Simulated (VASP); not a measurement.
Wanted: the native input for a VASP 6.6.1 run.

| Property | Result |
| --- | --- |
| Task | single point |
| Functional | LDA |
| Potentials or basis | VASP PAW LDA potentials, release 64 (Al, Ga_d, N) |
| Cutoff | 520 eV |
| k mesh | 6 × 6 × 6 |
| Occupations | gaussian, width 0.05 eV |
| Spin | no spin polarisation |
| Dipole correction | no |
| Further INCAR settings | ALGO = Normal; EDIFF = 1e-07; NBANDS = 41 |

The structure of AlGa3N4 lies in POSCAR:

```
AlGa3N4
1.0
    4.3824846439      0.1549363258      0.1549363258
    0.1549363258      4.3824846439      0.1549363258
    0.1549363258      0.1549363258      4.3824846439
Al Ga N
1 3 4
Direct
    0.0000000000      0.0000000000      0.0000000000
    0.5000000000      0.5000000000      0.0000000000
    0.5000000000      0.0000000000      0.5000000000
    0.0000000000      0.5000000000      0.5000000000
    0.7548078379      0.7548078379      0.2451921621
    0.7548078379      0.2451921621      0.7548078379
    0.2451921621      0.7548078379      0.7548078379
    0.2451921621      0.2451921621      0.2451921621
```

One way to write it, as run:

INCAR

```
PREC = Accurate ; ENCUT = 520
EDIFF = 1E-7 ; ISMEAR = 0
SIGMA = 0.05 ; LREAL = False
LASPH = True ; NELM = 60
ALGO = Normal ; ISIF = 2
LWAVE = False ; LCHARG = False
GGA = CA ; NBANDS = 41
```

KPOINTS

```
regular mesh
0
Gamma
  6 6 6
```

Potentials or basis: VASP PAW LDA potentials, release 64 (Al, Ga_d, N).

The run is started by

```console
$ cat potpaw_LDA.64/Al/POTCAR potpaw_LDA.64/Ga_d/POTCAR potpaw_LDA.64/N/POTCAR > POTCAR
$ mpirun -np 1 vasp_std > vasp.out
```

It gave:

* Pressure: 11.8 GPa
* Largest force: 1.104 eV/Å
* Band gap on the k mesh: 2.25 eV

Caveat: the cell stands under pressure; forces of over 1 eV/Å act on the atoms, so gaps and moduli don't describe the material at rest.

It took 53 s on 1 thread of Intel(R) Xeon(R) 6975P-C (Granite Rapids), on a shared host, peak memory 0.22 GiB.
